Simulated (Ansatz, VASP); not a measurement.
**One calculation of KCl, two programs**

The input POSCAR:

```
KCl
1.0
    0.0000000000      2.9036120000      2.9036120000
    2.9036120000      0.0000000000      2.9036120000
    2.9036120000      2.9036120000      0.0000000000
K Cl
1 1
Direct
    0.0000000000      0.0000000000      0.0000000000
    0.5000000000      0.5000000000      0.5000000000
```

Contents of INCAR.step1:

```
PREC = Accurate
ENCUT = 550
ISMEAR = 0
SIGMA = 0.05
LREAL = F
LASPH = T
NELM = 120
NBANDS = 15
GGA = PE
ALGO = Normal
EDIFF = 1E-5
LWAVE = T
LCHARG = F
GGA_COMPAT = F
```

The input INCAR.step2:

```
PREC = Accurate
ENCUT = 550
EDIFF = 1E-6
ISMEAR = 0
SIGMA = 0.05
LREAL = F
LASPH = T
NELM = 120
ALGO = Normal
ISIF = 2
LWAVE = F
LCHARG = F
METAGGA = R2SCAN
LMIXTAU = T
NBANDS = 15
ISTART = 1
GGA_COMPAT = F
```

KPOINTS

```
regular mesh
0
Gamma
  6 6 6
```

Input for Ansatz:

```yaml
crystal:
  lattice:
    - [0.0, 2.903612, 2.903612]
    - [2.903612, 0.0, 2.903612]
    - [2.903612, 2.903612, 0.0]
  atoms:
    - { symbol: K, position: [0.0, 0.0, 0.0] }
    - { symbol: Cl, position: [0.5, 0.5, 0.5] }
basis:
  ecutwfc: 500
kpoints:
  mp_grid: { grid: [6, 6, 6] }
hamiltonian:
  xc: r2scan
scf:
  occupations: { method: gaussian, width: 0.05 }
output:
  forces: true
  stress: true
  eigenvalues: true
```

Change from the starting cell: strain -0.080 along x and y, -0.080 along z, atoms carried along.

Alike in both runs: task single point; functional r2SCAN; k mesh 6 × 6 × 6; occupations gaussian, width 0.05 eV; no spin polarisation.

|  | VASP | Ansatz |
| --- | --- | --- |
| version | VASP 6.6.1 | Ansatz 0.2.0 |
| potentials or method | VASP PAW PBE potentials, release 64 (K_sv, Cl), cutoff 550 eV | scalar-relativistic, plane waves, PAW |
| valence electrons in the cell | 16 | 16 |

VASP gave:

- gap on the k mesh at the Fermi level (eV): 6.67
- least direct gap on the mesh (eV): 6.83
- pressure (GPa): 8.5

Question: What did Ansatz give for the same quantities?

Answer: gap on the k mesh at the Fermi level (eV): 6.65; least direct gap on the mesh (eV): 6.83; pressure (GPa): 8.4.

VASP's potentials were made for PBE, not for r2SCAN.
